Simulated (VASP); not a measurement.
# Tm (Im-3m) in VASP: single point with PBE

Aim: the single point of Tm with PBE.

All numbers are computed with VASP 6.6.1; they aren't measurements. Logs are shortened: lines on timing, memory, paths and dates and some standing lists are left out, and cuts for length are marked.

**1. The cell of the first run**

The structure is cubic, space group Im-3m (No. 229). The conventional cell has a = 4.082 Å, b = 4.082 Å, c = 4.082 Å, α = 90.00°, β = 90.00°, γ = 90.00°. Tm (site symmetry m-3m) has 14 Tm at 3.54 to 4.08 Å within 4.6 Å.

This isn't the form of Tm at room conditions, which is hcp.

**2. Single point, PBE, collinear spin, ferromagnetic start**

File INCAR:

```
ALGO = Normal ; EDIFF = 1E-7
ENCUT = 520 ; GGA = PE
ISIF = 2 ; ISMEAR = 0
ISPIN = 2 ; LASPH = True
LCHARG = False ; LMAXMIX = 6
LORBIT = 11 ; LREAL = False
LWAVE = False ; MAGMOM = 1.33
NBANDS = 22 ; NELM = 150
PREC = Accurate ; SIGMA = 0.05
```

File KPOINTS:

```
k-points
0
Gamma
  16 16 16
```

File POSCAR:

```
Tm
1.0
   -2.0410037487      2.0410037487      2.0410037487
    2.0410037487     -2.0410037487      2.0410037487
    2.0410037487      2.0410037487     -2.0410037487
Tm
1
Direct
    0.0000000000      0.0000000000      0.0000000000
```

Potentials or basis: VASP PAW PBE potentials, release 64 (Tm).

On the command line:

```sh
cat potpaw_PBE.64/Tm/POTCAR > POTCAR
mpirun -np 1 vasp_std > vasp.out
```

OUTCAR:

```text
EDIFF = 1E-7
   ENCUT = 520
   GGA = PE
   ISIF = 2
   ISMEAR = 0
   ISPIN = 2
   LASPH = True
   LORBIT = 11
   LREAL = False
   NELM = 150
   PREC = Accurate

 ion  position               nearest neighbor table
   1  0.000  0.000  0.000-

  LATTYP: Found a body centered cubic cell.
 ALAT       =     4.0820074974

  Lattice vectors:

 A1 = (  -2.0410037487,   2.0410037487,   2.0410037487)
 A2 = (   2.0410037487,  -2.0410037487,   2.0410037487)
 A3 = (   2.0410037487,   2.0410037487,  -2.0410037487)

Analysis of symmetry for initial positions (statically):
=====================================================================
 Subroutine PRICEL returns:
 Original cell was already a primitive cell.

 Routine SETGRP: Setting up the symmetry group for a
 body centered cubic supercell.

 Subroutine GETGRP returns: Found 48 space group operations
 (whereof 48 operations were pure point group operations)
 out of a pool of 48 trial point group operations.

The static configuration has the point symmetry O_h .

Analysis of symmetry for dynamics (positions and initial velocities):
=====================================================================
 Subroutine PRICEL returns:
 Original cell was already a primitive cell.

 Routine SETGRP: Setting up the symmetry group for a
 body centered cubic supercell.

 Subroutine GETGRP returns: Found 48 space group operations
 (whereof 48 operations were pure point group operations)
 out of a pool of 48 trial point group operations.

The dynamic configuration has the point symmetry O_h .

Analysis of structural, dynamic, and magnetic symmetry:
=====================================================================
 Subroutine PRICEL returns:
 Original cell was already a primitive cell.

 Routine SETGRP: Setting up the symmetry group for a
 body centered cubic supercell.

 Subroutine GETGRP returns: Found 48 space group operations
 (whereof 48 operations were pure point group operations)
 out of a pool of 48 trial point group operations.

The overall configuration has the point symmetry O_h .

 Subroutine INISYM returns: Found 48 space group operations
 (whereof 48 operations are pure point group operations),
 and found     1 'primitive' translations

----------------------------------------------------------------------------------------

                                     Primitive cell

  volume of cell :      34.0088

  direct lattice vectors                    reciprocal lattice vectors
    -2.041003749  2.041003749  2.041003749     0.000000000  0.244977502  0.244977502
     2.041003749 -2.041003749  2.041003749     0.244977502  0.000000000  0.244977502
     2.041003749  2.041003749 -2.041003749     0.244977502  0.244977502  0.000000000

  length of vectors
     3.535122191  3.535122191  3.535122191     0.346450506  0.346450506  0.346450506

  position of ions in fractional coordinates (direct lattice)
     0.000000000  0.000000000  0.000000000

  ion indices of the primitive-cell ions
   primitive index   ion index
                 1           1

----------------------------------------------------------------------------------------

 KPOINTS: k-points

Automatic generation of k-mesh.
 Grid dimensions read from file:
 generate k-points for:   16   16   16

 Generating k-lattice:

  Cartesian coordinates                     Fractional coordinates (reciprocal lattice)
     0.000000000  0.015311094  0.015311094     0.062500000  0.000000000  0.000000000
     0.015311094  0.000000000  0.015311094     0.000000000  0.062500000  0.000000000
     0.015311094  0.015311094  0.000000000     0.000000000  0.000000000  0.062500000

  Length of vectors
     0.021653157  0.021653157  0.021653157

  Shift w.r.t. Gamma in fractional coordinates (k-lattice)
     0.000000000  0.000000000  0.000000000

 Subroutine IBZKPT returns following result:
 ===========================================

 Found    145 irreducible k-points:

 Following reciprocal coordinates:
            Coordinates               Weight
  0.000000  0.000000  0.000000      1.000000
  0.062500  0.000000  0.000000     12.000000
  0.125000  0.000000  0.000000     12.000000
  0.187500  0.000000  0.000000     12.000000
  0.250000  0.000000  0.000000     12.000000
  0.312500  0.000000  0.000000     12.000000
[... 16 lines left out ...]
  0.187500  0.187500  0.000000     24.000000
  0.250000  0.187500  0.000000     48.000000
 [... further k-points ...]
   k-points           NKPTS =    145   k-points in BZ     NKDIM =    145   number of bands    NBANDS=     22
   number of dos      NEDOS =    301   number of ions     NIONS =      1
   total plane-waves  NPLWV =  21952
   dimension x,y,z NGX =    28 NGY =   28 NGZ =   28
   dimension x,y,z NGXF=    56 NGYF=   56 NGZF=   56
   ions per type =               1
   NGX,Y,Z   is equivalent  to a cutoff of  13.17, 13.17, 13.17 a.u.
   NGXF,Y,Z  is equivalent  to a cutoff of  26.34, 26.34, 26.34 a.u.
 SYSTEM =  unknown system
   PREC   = accura    normal or accurate (medium, high low for compatibility)
   ISTART =      0    job   : 0-new  1-cont  2-samecut
   ICHARG =      2    charge: 1-file 2-atom 10-const
   ISPIN  =      2    spin polarized calculation?
   LNONCOLLINEAR =      F non collinear calculations
   LSORBIT =      F    spin-orbit coupling
   LASPH  =      T    aspherical Exc in radial PAW
   ENCUT  =  520.0 eV  38.22 Ry    6.18 a.u.   6.57  6.57  6.57*2*pi/ulx,y,z
   NELM   =    150;   NELMIN=  2; NELMDL= -5     # of ELM steps
   EDIFF  = 0.1E-06   stopping-criterion for ELM
   LREAL  =      F    real-space projection
   EDIFFG = 0.1E-05   stopping-criterion for IOM
   NSW    =      0    number of steps for IOM
   IBRION =     -1    ionic relax: 0-MD 1-quasi-New 2-CG
   NFREE  =      0    steps in history (QN), initial steepest desc. (CG)
   ISIF   =      2    stress and relaxation
   ISYM   =      2    0-nonsym 1-usesym 2-fastsym
   POTIM  = 0.5000    time-step for ionic-motion
   TEBEG  =    0.0;   TEEND  =   0.0 temperature during run
   PSTRESS=    0.0 pullay stress
   NELECT =      23.0000    total number of electrons
   NUPDOWN=      -1.0000    fix difference up-down
   EMIN   =  10.00;   EMAX   =-10.00  energy-range for DOS
   EFERMI =   0.00;   METHOD = LEGACY
   ISMEAR =     0;   SIGMA  =   0.05  broadening in eV -4-tet -1-fermi 0-gaus
   EFERMI_NEDOS =   21; number of points for ismear=-14 and -15
   IALGO  =     38    algorithm
   IMIX   =      4    mixing-type and parameters
     AMIX     =   0.40;   BMIX     =  1.00
     AMIX_MAG =   1.60;   BMIX_MAG =  1.00
  volume/ion in A,a.u.               =      34.01       229.50
  Fermi-wavevector in a.u.,A,eV,Ry     =   1.436990  2.715517 28.095205  2.064939
  Thomas-Fermi vector in A             =   2.556117
   LORBIT       =     11    0 simple, 1 ext, 2 COOP (PROOUT), +10 PAW based schemes
   GGA     = PE    functional components
   LHFCALC =     F    Hartree Fock is set to
   AEXX    =    0.0000 exact exchange contribution
   IVDW    =     0    specifies the selected vdW correction
   LEPSILON=     F    determine dielectric tensor
   LRPA    =     F    only Hartree local field effects (RPA)
 spin polarized calculation
 Gauss-broadening in eV      SIGMA  =   0.05
  energy-cutoff  :      520.00
  volume of cell :       34.01
 maximum number of plane-waves:       943
   NGX = 13   NGY = 13   NGZ = 13

 number of electron      22.9999996 magnetization       1.1184209

 Free energy of the ion-electron system (eV)
  ---------------------------------------------------
  ext. energy  EPLUGINS =         0.00000000
  ---------------------------------------------------
  free energy    TOTEN  =        -4.03734834 eV

  energy without entropy =       -4.01892309  energy(sigma->0) =       -4.02813571

 E-fermi :   1.8770     XC(G=0):  -9.7147

 val. band max:        1.8766450736   @ k =  -0.2500   0.3750   0.1250
 cond. band min:       1.8777640629   @ k =  -0.2500   0.3125   0.1875
 fundamental gap:      0.0011189893
 Fermi energy:         1.8769898689

 spin component 1

 k-point     1 :       0.0000    0.0000    0.0000
  band No.  band energies     occupation
      1     -48.6668      1.00000
      2     -21.6858      1.00000
      3     -21.6858      1.00000
      4     -21.6858      1.00000
      5      -3.1963      1.00000
      6       0.3040      1.00000
[... 14 lines left out ...]
     21      19.9139      0.00000
     22      19.9142      0.00000

 k-point     2 :       0.0625    0.0000    0.0000
  band No.  band energies     occupation
      1     -48.6658      1.00000
      2     -21.7033      1.00000
      3     -21.6913      1.00000
      4     -21.6858      1.00000
      5      -3.0934      1.00000
      6       0.3053      1.00000
[... 14 lines left out ...]
     21      18.4574      0.00000
     22      18.8274      0.00000
[... 523 lines left out ...]
     21      15.5189      0.00000
     22      18.6209      0.00000

 k-point    24 :       0.2500    0.1875    0.0000
  band No.  band energies     occupation
      1     -48.6427      1.00000
      2     -22.0277      1.00000
      3     -21.8268      1.00000
      4     -21.7225      1.00000
      5      -0.1630      1.00000
      6       0.3378      1.00000
[... 14 lines left out ...]
     21      16.1516      0.00000
     22      19.0129      0.00000

 [... further k-points ...]

 spin component 2

 k-point     1 :       0.0000    0.0000    0.0000
  band No.  band energies     occupation
      1     -48.1310      1.00000
      2     -21.3211      1.00000
      3     -21.3211      1.00000
      4     -21.3211      1.00000
      5      -3.3277      1.00000
      6       1.3733      1.00000
[... 14 lines left out ...]
     21      19.7886      0.00000
     22      19.7886      0.00000

 k-point     2 :       0.0625    0.0000    0.0000
  band No.  band energies     occupation
      1     -48.1299      1.00000
      2     -21.3396      1.00000
      3     -21.3269      1.00000
      4     -21.3212      1.00000
      5      -3.2240      1.00000
      6       1.3669      1.00000
[... 14 lines left out ...]
     21      18.3671      0.00000
     22      18.7672      0.00000
[... 523 lines left out ...]
     21      15.4322      0.00000
     22      18.5224      0.00000

 k-point    24 :       0.2500    0.1875    0.0000
  band No.  band energies     occupation
      1     -48.1054      1.00000
      2     -21.6813      1.00000
      3     -21.4692      1.00000
      4     -21.3600      1.00000
      5      -0.2644      1.00000
      6       1.2713      1.00000
[... 14 lines left out ...]
     21      16.0618      0.00000
     22      18.9234      0.00000

 [... further k-points ...]

------------------------ aborting loop because EDIFF is reached ----------------------------------------

  FORCE on cell =-STRESS in cart. coord.  units (eV):
  Direction    XX          YY          ZZ          XY          YZ          ZX
  --------------------------------------------------------------------------------------
  -------------------------------------------------------------------------------------
  Total       -0.0328054     -0.0328054     -0.0328054     -0.0000000      0.0000000      0.0000000
  in kB       -1.5454836     -1.5454836     -1.5454836     -0.0000000      0.0000000      0.0000000
  external PRESSURE =      -1.5454836 kB  Pullay stress =       0.0000000 kB

 VOLUME and BASIS-vectors are now :
 -----------------------------------------------------------------------------
  energy-cutoff  :      520.00
  volume of cell :       34.01
      direct lattice vectors                 reciprocal lattice vectors
    -2.041003749  2.041003749  2.041003749     0.000000000  0.244977502  0.244977502
     2.041003749 -2.041003749  2.041003749     0.244977502  0.000000000  0.244977502
     2.041003749  2.041003749 -2.041003749     0.244977502  0.244977502  0.000000000

 POSITION                                       TOTAL-FORCE (eV/Angst)
 -----------------------------------------------------------------------------------
      0.00000      0.00000      0.00000         0.000000      0.000000     -0.000000
 -----------------------------------------------------------------------------------
    total drift:                               -0.000000     -0.000000     -0.000000

  FREE ENERGIE OF THE ION-ELECTRON SYSTEM (eV)
  ---------------------------------------------------
  free  energy   TOTEN  =        -4.0373483382 eV

  energy  without entropy=       -4.0189230903  energy(sigma->0) =       -4.02813571

 total charge

# of ion       s       p       d       f       tot
--------------------------------------------------
    1        2.206   5.939   0.338  12.525  21.009

 magnetization (x)

# of ion       s       p       d       f       tot
--------------------------------------------------
    1        0.005  -0.034  -0.031   1.277   1.217
```

It took 10 min on 1 thread of Intel Xeon Platinum 8375C at 2.90GHz (Ice Lake), shared host; peak memory 0.33 GiB.

Results:

| Property | Result |
| --- | --- |
| Free energy | -4.0373 eV |
| Pressure | -0.2 GPa |
| Net moment | 1.12 μB per cell |
| Site moments | Tm +1.22 μB |
| Valence electrons inside the program's atomic spheres | Tm 21.01 |

Caveat: the magnetic or orbital state may not be the lowest; spin-orbit coupling is left out, which moves the levels of the heavy elements; semilocal functionals describe open f shells poorly, which spoils levels, moments and volumes. The state reached can hang on the start; a lower one may exist.
